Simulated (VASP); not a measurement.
A run of VASP 6.6.1:

File POSCAR:

```
Co
1.0
    2.4271453599      0.0000000000      0.0000000000
   -1.2135726799      2.1019695403      0.0000000000
    0.0000000000      0.0000000000      3.9126468420
Co
2
Direct
    0.3333333333      0.6666666667      0.2500000000
    0.6666666667      0.3333333333      0.7500000000
```

File INCAR.step1:

```
SYSTEM = Co
ALGO = Normal
EDIFF = 1E-4
ENCUT = 520
GGA = PE
ISMEAR = -1
LASPH = .TRUE.
LCHARG = .FALSE.
LREAL = .FALSE.
LWAVE = .TRUE.
NBANDS = 16
NELM = 60
PREC = Accurate
SIGMA = 0.1
```

INCAR.step2

```
SYSTEM = Co
ALGO = Normal
EDIFF = 1E-7
ENCUT = 520
ISIF = 2
ISMEAR = -1
ISTART = 1
LASPH = .TRUE.
LCHARG = .FALSE.
LMIXTAU = .TRUE.
LREAL = .FALSE.
LWAVE = .FALSE.
METAGGA = R2SCAN
NBANDS = 16
NELM = 60
PREC = Accurate
SIGMA = 0.1
```

File KPOINTS:

```
k-points
0
G
  24 24 13
  0 0 0
```

Potentials or basis: VASP PAW PBE potentials, release 64 (Co).

Command:

```sh
$ cat potpaw_PBE.64/Co/POTCAR > POTCAR
$ cp INCAR.step1 INCAR
$ mpirun -np 1 vasp_std > vasp.out
$ cp INCAR.step2 INCAR
$ mpirun -np 1 vasp_std > vasp.out
```

Hardware: 1 thread of Intel(R) Xeon(R) Platinum 8259CL CPU @ 2.50GHz (Skylake/Cascade Lake) (shared host).

**Question.** How long does it take, and how much memory?

**Answer.** It took 7.2 min on 1 thread of Intel(R) Xeon(R) Platinum 8259CL CPU @ 2.50GHz (Skylake/Cascade Lake), with other jobs on the host, peak memory 0.22 GiB. Counts: k points 427.
